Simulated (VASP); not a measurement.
Runs of VASP 6.6.1 on Ti. The structure is that of space group Fm-3m (No. 225), or close to it. The cells are those of the table. 

```csv
cell,gap on the mesh (eV),pressure (GPa)
"a = 2.914, b = 2.914, c = 2.871 Å, angles 60.5, 60.5, 59.0°, 1 atom",none,-3.7
"a = 2.892, b = 2.892, c = 2.914 Å, angles 59.8, 59.8, 60.5°, 1 atom",none,-3.7
"a = 2.893, b = 2.893, c = 2.828 Å, angles 60.7, 60.7, 58.5°, 1 atom",none,(a)
"a = 2.892, b = 2.892, c = 2.871 Å, angles 60.2, 60.2, 59.5°, 1 atom",none,-2.2
"a = 2.871, b = 2.871, c = 2.914 Å, angles 59.5, 59.5, 61.0°, 1 atom",none,-2.2
"a = 2.849, b = 2.849, c = 2.871 Å, angles 59.8, 59.8, 60.5°, 1 atom",none,1.2
```

Alike in all rows: task single point; level PBEsol; potentials or basis VASP PAW PBE potentials, release 64 (Ti_sv); no spin polarisation; k mesh 20 × 20 × 20; cutoff (eV) 520; smearing gaussian 0.15 eV.

Estimate the missing entries.

(a) -0.5.

Caveats: the PAW data sets were made with another functional, which shifts forces and pressure a little; the cell stands under tension (at least some runs).

A gap of «none» marks levels without a gap at the run's occupations.
